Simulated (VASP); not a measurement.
Runs of VASP 6.6.1 on Ge. The structure is that of space group Fd-3m (No. 227), or close to it. The cells are those of the table. 

```tsv
task	cell	cutoff (eV)	gap on the mesh (eV)	pressure (GPa)
relaxation of cell and atoms	relaxed to 1 GPa from a = 3.976 Å, angles 60.0°, 2 atoms	600	0.14	1.0
single point	a = 3.958 Å, angles 60.0°, 2 atoms	520	0.15	(a)
single point	a = 3.941 Å, angles 60.0°, 2 atoms	520	0.21	(c)
single point	a = 3.976 Å, angles 60.0°, 2 atoms	520	0.03	0.2
single point	a = 3.835 Å, angles 60.0°, 2 atoms	520	0.30	(b)
```

Alike in all rows: level LDA; potentials or basis VASP PAW LDA potentials, release 64 (Ge_d); no spin polarisation; k mesh 14 × 14 × 14; smearing fermi-dirac 0.1 eV.

Task: Fill in the values left out.

Result: (a) 1.3; (b) 10.2; (c) 2.3.

Caveats: semilocal functionals underestimate gaps, and a narrow one can read as zero; the cell is relaxed towards a set pressure, so the run minimises the enthalpy, not the energy (at least some runs); the smearing spreads over this small gap (at least some runs); the cell stands under pressure (at least some runs).

A k mesh can miss the band edges, and the runs leave out spin-orbit coupling on Ge.
